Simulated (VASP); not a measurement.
Runs of VASP 6.6.1 on PbO. The structure is that of space group P4/nmm (No. 129), or close to it. The cells are those of the table. 

```tsv
cell	gap on the mesh (eV)	pressure (GPa)	largest force (eV/Å)
a = 4.173, b = 4.173, c = 4.771 Å, 4 atoms	1.52	-1.8	0.15
a = 3.974, b = 3.974, c = 5.273 Å, 4 atoms	1.20	-0.6	0.37
a = 3.776, b = 3.776, c = 5.022 Å, 4 atoms	0.89	15.4	2.02
a = 4.173, b = 4.173, c = 5.022 Å, 4 atoms	(c)	-4.5	0.53
a = 4.173, b = 4.173, c = 5.273 Å, 4 atoms	(a)	-6.6	1.19
a = 3.974, b = 3.974, c = 4.771 Å, 4 atoms	1.29	(d)	1.40
a = 3.776, b = 3.776, c = 4.771 Å, 4 atoms	0.92	(b)	3.20
a = 3.776, b = 3.776, c = 5.273 Å, 4 atoms	0.92	9.6	0.87
```

Alike in all rows: task single point; level PBE+D3(BJ); potentials or basis VASP PAW PBE potentials, release 64 (Pb_d, O); no spin polarisation; k mesh 8 × 8 × 6; cutoff (eV) 520; smearing gaussian 0.05 eV.

Estimate the missing entries.

(a) 1.42; (b) 22.5; (c) 1.47; (d) 7.5.

Caveats: spin-orbit coupling is left out, which moves the levels of the heavy elements; the cell stands under pressure (at least some runs); forces of over 1 eV/Å act on the atoms, so gaps and moduli don't describe the material at rest (at least some runs); the cell stands under tension (at least some runs).

A k mesh can miss the band edges, and the runs leave out spin-orbit coupling on Pb.
